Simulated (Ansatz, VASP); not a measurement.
# Sb in VASP and in Ansatz

```xyz
1
Lattice="-1.5765 1.5765 2.7119 1.5765 -1.5765 2.7119 1.5765 1.5765 -2.7119" Properties=species:S:1:pos:R:3 pbc="T T T"
Sb    0.0000    0.0000    0.0000
```

Alike in both runs: task single point; functional r2SCAN0; k mesh 6 × 6 × 6; occupations fermi-dirac, width 0.05 eV; no spin polarisation.

|  | VASP | Ansatz |
| --- | --- | --- |
| version | VASP 6.6.1 | Ansatz 0.2.0 |
| potentials or method | VASP PAW PBE potentials, release 64 (Sb) | Ansatz PAW |
| plane-wave cutoff (eV) | 520 | 500 |
| valence electrons in the cell | 5 | 15 |

|  | VASP | Ansatz | Ansatz less VASP |
| --- | --- | --- | --- |
| gap on the k mesh at the Fermi level (eV) | none | none | - |
| pressure (GPa) | -2.0 | -0.8 | +1.21 |
| traceless stress, the component that is largest in VASP (GPa) | -1.23 | -1.51 | -0.287 |

VASP's potentials were made for PBE, not for r2SCAN0. A gap of «none» marks a metal or a gap that the smearing closes. VASP's potentials hold 5 valence electrons a cell and Ansatz's 15, so a difference there can come from the potentials and not from the codes.

The k mesh is coarse, so the values compare programs but aren't converged. Spin-orbit coupling is off throughout.
